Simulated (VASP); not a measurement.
Wanted: the native input for a VASP 6.6.1 run.

```
Task                   : single point
Functional             : PBE exchange alone
Potentials or basis    : VASP PAW PBE potentials, release 64 (Ir)
Cutoff                 : 520 eV
k mesh                 : 12 × 12 × 12
Occupations            : tetrahedron
Spin                   : no spin polarisation
Dipole correction      : no
Further INCAR settings : ALGO = Normal; EDIFF = 1e-06; NBANDS = 10
```

The structure of Ir lies in POSCAR:

```
Ir
1.0
    0.0000000000      1.9027432368      1.9027432368
    1.9027432368      0.0000000000      1.9027432368
    1.9027432368      1.9027432368      0.0000000000
Ir
1
Direct
    0.0000000000      0.0000000000      0.0000000000
```

The input as run:

INCAR

```
  PREC = Accurate
  ENCUT = 520
  EDIFF = 1E-6
  ISMEAR = -5
  SIGMA = 0.05
  LREAL = F
  LASPH = T
  NELM = 80
  ALGO = Normal
  ISIF = 2
  LWAVE = F
  LCHARG = T
  GGA = PE
  ALDAC = 0.0
  AGGAC = 0.0
  LELF = T
  LVHAR = T
  NBANDS = 10
```

KPOINTS

```
regular mesh
0
Gamma
  12 12 12
```

Potentials or basis: VASP PAW PBE potentials, release 64 (Ir).

Launch:

```console
$ cat potpaw_PBE.64/Ir/POTCAR > POTCAR
$ mpirun -np 1 vasp_std > vasp.out
```

It gave:

| Item | Value |
| --- | --- |
| Pressure | 59.6 GPa |
| Band gap on the k mesh | zero (an odd number of electrons rules out a gap without spin polarisation) |

Caveat: the cell stands under pressure; spin-orbit coupling is left out, which moves the levels of the heavy elements; tetrahedron occupations give inexact forces and stress in metals.

Wall time 9 s on 1 thread of Intel Xeon 8259CL, on a shared host, peak memory 0.13 GiB.
